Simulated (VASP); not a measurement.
# Al5InAs5P (an interface model) in VASP: a series of runs

The runs below take Al5InAs5P (an interface model) through single point, with PBEsol, PBEsol+D3(BJ).

All numbers are computed with VASP 6.6.1; they aren't measurements. Logs are shortened: lines on timing, memory, paths and dates and some standing lists are left out, and cuts for length are marked.

## Step 1: The cell of the first run

The cell holds layers of an interface, 12 atoms: a = 4.156 Å, b = 4.156 Å, c = 16.742 Å, α = 90.00°, β = 90.00°, γ = 90.00°.

## Step 2: Single point, PBEsol

Input file INCAR:

```
PREC = Accurate ; ENCUT = 520
EDIFF = 1E-6 ; ISMEAR = -1
SIGMA = 0.05 ; LREAL = F
LASPH = T ; NELM = 60
ALGO = Normal ; ISIF = 2
LWAVE = F ; LCHARG = F
GGA = PS ; NBANDS = 41
```

Input file KPOINTS:

```
Automatic mesh
0
Gamma
  4 4 1
```

Input file POSCAR:

```
Al5InAs5P
1.0
    2.9390050000      2.9390050000      0.0000000000
   -2.9390050000      2.9390050000      0.0000000000
    0.0000000000      0.0000000000     16.7419170000
In Al P As
1 5 1 5
Direct
    0.0290420000      0.9998990000      0.9917490000
    0.0308520000      0.9745890000      0.3314460000
    0.0042490000      0.9942120000      0.6723880000
    0.5053770000      0.4883120000      0.1766150000
    0.5086760000      0.4765730000      0.5040460000
    0.4692530000      0.4513670000      0.8322580000
    0.4822390000      0.0195400000      0.0879110000
    0.5364740000      0.0067400000      0.4192950000
    0.4869730000      0.9485910000      0.7488170000
    0.9841500000      0.5256200000      0.2577120000
    0.9778540000      0.5053470000      0.5821380000
    0.9831090000      0.5224120000      0.9118270000
```

Potentials or basis: VASP PAW PBE potentials, release 64 (In_d, Al, P, As).

Command:

```
> cat potpaw_PBE.64/In_d/POTCAR potpaw_PBE.64/Al/POTCAR potpaw_PBE.64/P/POTCAR potpaw_PBE.64/As/POTCAR > POTCAR
> mpirun -np 1 vasp_std > vasp.out
```

OUTCAR:

```text
PREC = Accurate
   ENCUT = 520
   EDIFF = 1E-6
   ISMEAR = -1
   LREAL = F
   LASPH = T
   NELM = 60
   ISIF = 2
   GGA = PS

 ion  position               nearest neighbor table
   1  0.029  1.000  0.992-  12 2.40   7 2.48  12 2.56   7 2.79
   2  0.031  0.975  0.331-  10 2.25   8 2.53   8 2.57  10 2.61
   3  0.004  0.994  0.672-   9 2.39   9 2.51  11 2.53  11 2.61
   4  0.505  0.488  0.177-  10 2.41   7 2.45  10 2.56   7 2.66
   5  0.509  0.477  0.504-  11 2.35   8 2.42  11 2.57   8 2.62
   6  0.469  0.451  0.832-  12 2.44   9 2.50   9 2.51  12 2.53
   7  0.482  0.020  0.088-   4 2.45   1 2.48   4 2.66   1 2.79
   8  0.536  0.007  0.419-   5 2.42   2 2.53   2 2.57   5 2.62
   9  0.487  0.949  0.749-   3 2.39   6 2.50   3 2.51   6 2.51
  10  0.984  0.526  0.258-   2 2.25   4 2.41   4 2.56   2 2.61
  11  0.978  0.505  0.582-   5 2.35   3 2.53   5 2.57   3 2.61
  12  0.983  0.522  0.912-   1 2.40   6 2.44   6 2.53   1 2.56

  LATTYP: Found a simple tetragonal cell.
 ALAT       =     4.1563807309
 C/A-ratio  =     4.0280037090

  Lattice vectors:

 A1 = (   2.9390050000,   2.9390050000,   0.0000000000)
 A2 = (  -2.9390050000,   2.9390050000,   0.0000000000)
 A3 = (   0.0000000000,   0.0000000000,  16.7419170000)

Analysis of symmetry for initial positions (statically):
=====================================================================
 Subroutine PRICEL returns:
 Original cell was already a primitive cell.

 Routine SETGRP: Setting up the symmetry group for a
 simple tetragonal supercell.

 Subroutine GETGRP returns: Found  1 space group operations
 (whereof  1 operations were pure point group operations)
 out of a pool of 16 trial point group operations.

The static configuration has the point symmetry C_1 .

Analysis of symmetry for dynamics (positions and initial velocities):
=====================================================================
 Subroutine PRICEL returns:
 Original cell was already a primitive cell.

 Routine SETGRP: Setting up the symmetry group for a
 simple tetragonal supercell.

 Subroutine GETGRP returns: Found  1 space group operations
 (whereof  1 operations were pure point group operations)
 out of a pool of 16 trial point group operations.

The dynamic configuration has the point symmetry C_1 .

 Subroutine INISYM returns: Found  1 space group operations
 (whereof  1 operations are pure point group operations),
 and found     1 'primitive' translations

----------------------------------------------------------------------------------------

                                     Primitive cell

  volume of cell :     289.2250

  direct lattice vectors                    reciprocal lattice vectors
     2.939005000  2.939005000  0.000000000     0.170125604  0.170125604  0.000000000
    -2.939005000  2.939005000  0.000000000    -0.170125604  0.170125604  0.000000000
     0.000000000  0.000000000 16.741917000     0.000000000  0.000000000  0.059730316

  length of vectors
     4.156380731  4.156380731 16.741917000     0.240593936  0.240593936  0.059730316

  position of ions in fractional coordinates (direct lattice)
     0.029042000  0.999899000  0.991749000
     0.030852000  0.974589000  0.331446000
     0.004249000  0.994212000  0.672388000
     0.505377000  0.488312000  0.176615000
     0.508676000  0.476573000  0.504046000
     0.469253000  0.451367000  0.832258000
     0.482239000  0.019540000  0.087911000
     0.536474000  0.006740000  0.419295000
     0.486973000  0.948591000  0.748817000
     0.984150000  0.525620000  0.257712000
     0.977854000  0.505347000  0.582138000
     0.983109000  0.522412000  0.911827000

  ion indices of the primitive-cell ions
   primitive index   ion index
                 1           1
                 2           2
                 3           3
                 4           4
                 5           5
                 6           6
                 7           7
                 8           8
                 9           9
                10          10
                11          11
                12          12

----------------------------------------------------------------------------------------

 KPOINTS: Automatic mesh

Automatic generation of k-mesh.
 Grid dimensions read from file:
 generate k-points for:    4    4    1

 Generating k-lattice:

  Cartesian coordinates                     Fractional coordinates (reciprocal lattice)
     0.042531401  0.042531401  0.000000000     0.250000000  0.000000000  0.000000000
    -0.042531401  0.042531401  0.000000000     0.000000000  0.250000000  0.000000000
     0.000000000  0.000000000  0.059730316     0.000000000  0.000000000  1.000000000

  Length of vectors
     0.060148484  0.060148484  0.059730316

  Shift w.r.t. Gamma in fractional coordinates (k-lattice)
     0.000000000  0.000000000  0.000000000

 Subroutine IBZKPT returns following result:
 ===========================================

 Found     10 irreducible k-points:

[... 98 lines left out ...]
      6      -7.7618      2.00000
[... 33 lines left out ...]
     40       8.2605      0.00000
     41       8.3306      0.00000

 k-point     3 :       0.0000    0.2500    0.0000
  band No.  band energies     occupation
      1     -10.6437      2.00000
      2     -10.4515      2.00000
      3     -10.3560      2.00000
      4     -10.3019      2.00000
      5     -10.2835      2.00000
      6      -7.7293      2.00000
[... 33 lines left out ...]
     40       8.2389      0.00000
     41       8.4033      0.00000

 k-point     4 :       0.5000    0.0000    0.0000
  band No.  band energies     occupation
      1     -10.6014      2.00000
      2     -10.4634      2.00000
      3     -10.4156      2.00000
      4     -10.2929      2.00000
      5     -10.2724      2.00000
      6      -7.1077      2.00000
[... 33 lines left out ...]
     40       8.2229      0.00000
     41       8.5999      0.00000

 k-point     5 :       0.0000    0.5000    0.0000
  band No.  band energies     occupation
      1     -10.6666      2.00000
      2     -10.4356      2.00000
      3     -10.3467      2.00000
      4     -10.3007      2.00000
      5     -10.2877      2.00000
      6      -7.0584      2.00000
[... 33 lines left out ...]
     40       8.3224      0.00000
     41       8.3628      0.00000

 k-point     6 :       0.2500    0.2500    0.0000
  band No.  band energies     occupation
      1     -10.6318      2.00000
      2     -10.4448      2.00000
      3     -10.3779      2.00000
      4     -10.2980      2.00000
      5     -10.2843      2.00000
      6      -7.4022      2.00000
[... 33 lines left out ...]
     40       8.4899      0.00000
     41       8.6007      0.00000

 k-point     7 :      -0.2500    0.2500    0.0000
  band No.  band energies     occupation
      1     -10.6298      2.00000
      2     -10.4506      2.00000
      3     -10.3745      2.00000
      4     -10.2982      2.00000
      5     -10.2840      2.00000
      6      -7.4008      2.00000
[... 33 lines left out ...]
     40       8.4429      0.00000
     41       8.5584      0.00000

 k-point     8 :       0.5000    0.2500    0.0000
  band No.  band energies     occupation
      1     -10.6180      2.00000
      2     -10.4548      2.00000
      3     -10.3869      2.00000
      4     -10.3075      2.00000
      5     -10.2697      2.00000
      6      -6.7918      2.00000
[... 33 lines left out ...]
     40       8.7532      0.00000
     41       9.0522      0.00000

 k-point     9 :      -0.2500    0.5000    0.0000
  band No.  band energies     occupation
      1     -10.6568      2.00000
      2     -10.4341      2.00000
      3     -10.3500      2.00000
      4     -10.3098      2.00000
      5     -10.2814      2.00000
      6      -6.8085      2.00000
[... 33 lines left out ...]
     40       8.8179      0.00000
     41       8.9656      0.00000

 k-point    10 :       0.5000    0.5000    0.0000
  band No.  band energies     occupation
      1     -10.6472      2.00000
      2     -10.4458      2.00000
      3     -10.3446      2.00000
      4     -10.3215      2.00000
      5     -10.2673      2.00000
      6      -6.4876      2.00000
[... 33 lines left out ...]
     40       8.0009      0.00000
     41       8.1290      0.00000

------------------------ aborting loop because EDIFF is reached ----------------------------------------

  FORCE on cell =-STRESS in cart. coord.  units (eV):
  Direction    XX          YY          ZZ          XY          YZ          ZX
  --------------------------------------------------------------------------------------
  -------------------------------------------------------------------------------------
  Total       -3.4699260     -2.2962692     -0.5562982     -1.1894388      5.1129749     -0.9028558
  in kB      -19.2218401    -12.7203060     -3.0816436     -6.5889598     28.3235977     -5.0014181
  external PRESSURE =     -11.6745965 kB  Pullay stress =       0.0000000 kB

 VOLUME and BASIS-vectors are now :
 -----------------------------------------------------------------------------
  energy-cutoff  :      520.00
  volume of cell :      289.23
      direct lattice vectors                 reciprocal lattice vectors
     2.939005000  2.939005000  0.000000000     0.170125604  0.170125604  0.000000000
    -2.939005000  2.939005000  0.000000000    -0.170125604  0.170125604  0.000000000
     0.000000000  0.000000000 16.741917000     0.000000000  0.000000000  0.059730316

 POSITION                                       TOTAL-FORCE (eV/Angst)
 -----------------------------------------------------------------------------------
     -2.85335      3.02406     16.60378        -1.537829      0.395233      2.210092
     -2.77365      2.95500      5.54904        -1.536021      1.719934      1.814384
     -2.90951      2.93448     11.25706        -0.661947     -0.377896     -1.173936
      0.05015      2.92046      2.95687        -1.058240     -0.166393     -1.408131
      0.09435      2.89565      8.43870        -1.301648     -0.155944     -0.624952
      0.05257      2.70571     13.93359         0.158970      0.397188     -0.231360
      1.35987      1.47473      1.47180         1.263865      0.420874      0.824618
      1.55689      1.59651      7.01980         0.417320     -0.938938     -0.372078
     -1.35670      4.21913     12.53663         0.186263      0.667259      0.559511
      1.34762      4.43722      4.31459         2.150359     -1.163069     -1.096147
      1.38870      4.35914      9.74611         1.149010      0.672614      1.101018
      1.35399      4.42473     15.26573         0.769899     -1.470863     -1.603018
 -----------------------------------------------------------------------------------
    total drift:                                0.000412      0.000094      0.000650

  FREE ENERGIE OF THE ION-ELECTRON SYSTEM (eV)
  ---------------------------------------------------
  free  energy   TOTEN  =       -57.8768802514 eV

  energy  without entropy=      -57.8768186411  energy(sigma->0) =      -57.87684945
```

Wall time 73 s (1 thread of AMD EPYC 9R45 (Zen 5), shared host); peak memory 0.38 GiB.

What came out:

- Free energy: -57.8769 eV
- Pressure: -1.2 GPa
- Largest force: 2.934 eV/Å
- Band gap on the k mesh: 0.77 eV, direct

Forces in eV/Å, atoms in the order of the input:
```
In  -1.538  0.395  2.210
Al  -1.536  1.720  1.814
Al  -0.662 -0.378 -1.174
Al  -1.058 -0.166 -1.408
Al  -1.302 -0.156 -0.625
Al   0.159  0.397 -0.231
P    1.264  0.421  0.825
As   0.417 -0.939 -0.372
As   0.186  0.667  0.560
As   2.150 -1.163 -1.096
As   1.149  0.673  1.101
As   0.770 -1.471 -1.603
```

Levels at points of the mesh, in eV from the valence-band top:
```tsv
k point	band 26	band 27	band 28	band 29	band 30	band 31	band 32	band 33
(0.00, 0.00, 0.00)	-0.93	-0.59	-0.32	0.00	0.77	0.93	1.29	1.33
(0.50, 0.00, 0.00)	-1.22	-1.11	-0.97	-0.91	1.58	1.72	1.78	2.00
(0.00, 0.50, 0.00)	-1.36	-1.22	-1.04	-0.60	1.54	1.66	1.79	2.06
(0.50, 0.50, 0.00)	-2.43	-2.31	-2.25	-2.14	0.81	1.23	1.84	2.04
```

Caveat: the PAW data sets were made with another functional, which shifts forces and pressure a little; spin-orbit coupling is left out, which moves the levels of the heavy elements.

## Step 3: Single point, PBEsol

Input file INCAR:

```
SYSTEM = Al5InAs5P
ALGO     = Normal         ! electronic algorithm
EDIFF    = 1E-7           ! SCF threshold, eV
ENCUT    = 520            ! plane-wave cutoff, eV
GGA      = PS             ! functional
ISIF     = 2              ! what is computed and relaxed
ISMEAR   = -1             ! smearing method
LASPH    = .True.         ! aspherical terms in the spheres
LCHARG   = .False.        ! write CHGCAR
LREAL    = .False.        ! projectors in reciprocal space
LWAVE    = .False.        ! write WAVECAR
NBANDS   = 41             ! bands
NELECT   = 57.0         
NELM     = 80             ! most SCF steps
PREC     = Accurate       ! precision mode
SIGMA    = 0.05           ! smearing width, eV
```

Input file KPOINTS:

```
k-points
0
Gamma
  4 4 1
  0 0 0
```

POSCAR is that of step 2.

Potentials or basis: VASP PAW PBE potentials, release 64 (In_d, Al, P, As).

Command:

```
> cat potpaw_PBE.64/In_d/POTCAR potpaw_PBE.64/Al/POTCAR potpaw_PBE.64/P/POTCAR potpaw_PBE.64/As/POTCAR > POTCAR
> mpirun -np 1 vasp_std > vasp.out
```

It took 93 s on 1 thread of AMD EPYC 9R45 (Zen 5), shared host; peak memory 0.38 GiB.

It converged, with:

| Quantity | Value |
| --- | --- |
| Free energy | -61.5063 eV |
| Largest force | 2.839 eV/Å |

Forces in eV/Å, atoms in the order of the input:
```
In  -1.310  0.421  1.891
Al  -1.413  1.733  1.749
Al  -0.609 -0.379 -0.918
Al  -0.849 -0.177 -1.303
Al  -1.225 -0.233 -0.408
Al   0.260  0.363 -0.272
P    0.974  0.338  0.921
As   0.277 -0.836 -0.464
As   0.141  0.681  0.460
As   2.024 -1.160 -1.093
As   1.111  0.691  0.856
As   0.621 -1.443 -1.419
```

Levels at points of the mesh, in eV from the Fermi level:
```tsv
k point	band 26	band 27	band 28	band 29	band 30	band 31	band 32	band 33
(0.00, 0.00, 0.00)	-0.39	0.02	0.23	0.55	1.48	1.67	1.98	2.09
(0.50, 0.00, 0.00)	-0.62	-0.51	-0.48	-0.35	2.26	2.39	2.52	2.61
(0.00, 0.50, 0.00)	-0.72	-0.62	-0.48	-0.18	2.25	2.39	2.48	2.69
(0.50, 0.50, 0.00)	-1.77	-1.69	-1.63	-1.57	1.54	1.98	2.53	2.74
```

Caveat: the k points lie up to 0.38 Å⁻¹ apart; the cell carries a net charge on a neutralising background, which shifts energy and pressure; the cell is charged against a uniform background, so pressure and absolute levels hang on convention; the PAW data sets were made with another functional, which shifts forces and pressure a little; spin-orbit coupling is left out, which moves the levels of the heavy elements.

## Step 4: Single point, PBEsol

Input file INCAR:

```
SYSTEM = Al5InAs5P
PREC = Accurate ; ENCUT = 520
EDIFF = 1E-6 ; ISMEAR = -1
SIGMA = 0.05 ; LREAL = .False.
LASPH = .True. ; NELM = 80
ALGO = Normal ; ISIF = 2
LWAVE = .False. ; LCHARG = .True.
GGA = PS ; LELF = .True.
LVHAR = .True. ; NBANDS = 41
```

Input file KPOINTS:

```
Automatic mesh
0
Gamma
  4 4 1
  0 0 0
```

POSCAR is that of step 3.

Command:

```
> cat potpaw_PBE.64/In_d/POTCAR potpaw_PBE.64/Al/POTCAR potpaw_PBE.64/P/POTCAR potpaw_PBE.64/As/POTCAR > POTCAR
> mpirun -np 1 vasp_std > vasp.out
```

Wall time 73 s (1 thread of AMD EPYC 9R45 (Zen 5), shared host); peak memory 0.38 GiB.

The run converged. Its results:

```yaml
Free_energy: -57.8769 eV
Pressure: -1.2 GPa
Largest_force: 2.934 eV/Å
Band_gap_on_the_k_mesh: 0.77 eV, direct
```

Forces in eV/Å, atoms in the order of the input:
```
In  -1.538  0.395  2.210
Al  -1.536  1.720  1.814
Al  -0.662 -0.378 -1.174
Al  -1.058 -0.166 -1.408
Al  -1.302 -0.156 -0.625
Al   0.159  0.397 -0.231
P    1.264  0.421  0.825
As   0.417 -0.939 -0.372
As   0.186  0.667  0.560
As   2.150 -1.163 -1.096
As   1.149  0.673  1.101
As   0.770 -1.471 -1.603
```

Stress tensor (GPa, compression positive):
```
-1.92 -0.66 -0.50
-0.66 -1.27  2.83
-0.50  2.83 -0.31
```

Levels at points of the mesh, in eV from the valence-band top:
| k point | band 25 | band 26 | band 27 | band 28 | band 29 | band 30 | band 31 | band 32 | band 33 | band 34 |
| --- | --- | --- | --- | --- | --- | --- | --- | --- | --- | --- |
| (0.00, 0.00, 0.00) | -0.99 | -0.93 | -0.59 | -0.32 | 0.00 | 0.77 | 0.93 | 1.29 | 1.33 | 1.56 |
| (0.50, 0.00, 0.00) | -1.37 | -1.22 | -1.11 | -0.97 | -0.91 | 1.58 | 1.72 | 1.78 | 2.00 | 2.56 |
| (0.00, 0.50, 0.00) | -1.44 | -1.36 | -1.22 | -1.04 | -0.60 | 1.54 | 1.66 | 1.79 | 2.06 | 2.37 |
| (0.50, 0.50, 0.00) | -2.71 | -2.43 | -2.31 | -2.25 | -2.14 | 0.81 | 1.23 | 1.84 | 2.04 | 2.56 |

Caveat: the PAW data sets were made with another functional, which shifts forces and pressure a little; spin-orbit coupling is left out, which moves the levels of the heavy elements.

## Step 5: Single point, PBEsol+D3(BJ)

Input file INCAR:

```
  PREC = Accurate
  ENCUT = 520
  EDIFF = 1E-7
  ISMEAR = -1
  SIGMA = 0.05
  LREAL = False
  LASPH = True
  NELM = 60
  ALGO = Normal
  ISIF = 2
  LWAVE = False
  LCHARG = False
  GGA = PS
  IVDW = 12
  NBANDS = 41
```

Input file KPOINTS:

```
regular mesh
0
Gamma
  4 4 1
```

POSCAR is that of step 4.

Command:

```
> cat potpaw_PBE.64/In_d/POTCAR potpaw_PBE.64/Al/POTCAR potpaw_PBE.64/P/POTCAR potpaw_PBE.64/As/POTCAR > POTCAR
> mpirun -np 1 vasp_std > vasp.out
```

Run time: 71 s. Hardware: 1 thread of AMD EPYC 9R45 (Zen 5), shared host; peak memory 0.38 GiB.

The run converged. Its results:

```
Free energy                : -61.2032 eV
Pressure                   : -3.0 GPa
Largest force              : 2.935 eV/Å
Band gap on the k mesh     : 0.77 eV, direct
Dispersion energy per atom : -0.277 eV
```

Forces in eV/Å, atoms in the order of the input:
```
In  -1.539  0.396  2.209
Al  -1.537  1.719  1.815
Al  -0.661 -0.379 -1.172
Al  -1.059 -0.166 -1.409
Al  -1.301 -0.155 -0.624
Al   0.158  0.398 -0.234
P    1.264  0.421  0.823
As   0.417 -0.940 -0.370
As   0.185  0.668  0.559
As   2.151 -1.163 -1.098
As   1.150  0.672  1.104
As   0.772 -1.471 -1.604
```

Stress tensor (GPa, compression positive):
```
-3.74 -0.66 -0.50
-0.66 -3.09  2.82
-0.50  2.82 -2.12
```

Levels at points of the mesh, in eV from the valence-band top:
| k point | band 25 | band 26 | band 27 | band 28 | band 29 | band 30 | band 31 | band 32 | band 33 | band 34 |
| --- | --- | --- | --- | --- | --- | --- | --- | --- | --- | --- |
| (0.00, 0.00, 0.00) | -0.99 | -0.93 | -0.59 | -0.32 | 0.00 | 0.77 | 0.93 | 1.29 | 1.33 | 1.56 |
| (0.50, 0.00, 0.00) | -1.37 | -1.22 | -1.11 | -0.97 | -0.91 | 1.58 | 1.72 | 1.78 | 2.00 | 2.56 |
| (0.00, 0.50, 0.00) | -1.44 | -1.36 | -1.22 | -1.04 | -0.60 | 1.54 | 1.66 | 1.79 | 2.06 | 2.37 |
| (0.50, 0.50, 0.00) | -2.71 | -2.43 | -2.31 | -2.25 | -2.14 | 0.81 | 1.23 | 1.84 | 2.04 | 2.56 |

Caveat: the PAW data sets were made with another functional, which shifts forces and pressure a little; spin-orbit coupling is left out, which moves the levels of the heavy elements.
